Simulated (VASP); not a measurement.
Write the native input for VASP 6.6.1 that does the following.

```yaml
Task: relaxation of cell and atoms
Functional: PBE
Dispersion: D3(BJ)
Potentials_or_basis: VASP PAW PBE potentials, release 64 (Pb_d)
Cutoff: 600 eV
k_mesh: 12 × 12 × 14
Occupations: gaussian, width 0.1 eV
Spin: no spin polarisation
Dipole_correction: no
Further_INCAR_settings: ALGO = Fast; EDIFF = 1e-06; IBRION = 2; EDIFFG = -0.01; NSW = 80; ISIF = 3
```

The structure of Pb lies in POSCAR:

```
Pb
1.0
    5.5510462857      0.0000000000      0.0000000000
   -2.7755231429      4.8073471010      0.0000000000
    0.0000000000      0.0000000000      2.9941979377
Pb
2
Direct
    0.3333333333      0.6666666667      0.0000000000
    0.6666666667      0.3333333333      0.0000000000
```

These files were run (other wordings do the same):

INCAR

```
SYSTEM = Pb
ALGO = Fast ; EDIFF = 1E-6
EDIFFG = -0.01 ; ENCUT = 600
GGA = PE ; IBRION = 2
ISIF = 3 ; ISMEAR = 0
IVDW = 12 ; LASPH = .TRUE.
LCHARG = .FALSE. ; LREAL = .FALSE.
LWAVE = .FALSE. ; NELM = 60
NSW = 80 ; PREC = Accurate
SIGMA = 0.1
```

KPOINTS

```
k-points
0
G
  12 12 14
  0 0 0
```

Potentials or basis: VASP PAW PBE potentials, release 64 (Pb_d).

Launch:

```console
$ cat potpaw_PBE.64/Pb_d/POTCAR > POTCAR
$ mpirun -np 1 vasp_std > vasp.out
```

It gave:

```yaml
Relaxed_volume: 39.92 Å³/atom
Relaxed_cell: a = 5.377 Å, b = 5.377 Å, c = 3.188 Å, α = 90.00°, β = 90.00°, γ = 120.00°
Space_group_after_relaxing_to_0.05_Å: P6/mmm (No. 191)
Energy_gained_by_relaxing: 50.3 meV/atom
Ionic_steps: 7
Pressure_after_relaxing: 0.0 GPa
Band_gap_on_the_k_mesh: zero (band 14 reaches 6.29 eV, above the bottom of band 15 at 3.15 eV)
Dispersion_energy_per_atom: -0.305 eV
```

Caveat: spin-orbit coupling is left out, which moves the levels of the heavy elements; pairwise dispersion overbinds metals, which lowers pressure and volume.

Run time: 7.5 min on 1 thread of Intel(R) Xeon(R) 6975P-C (Granite Rapids) (shared host), peak memory 0.4 GiB.
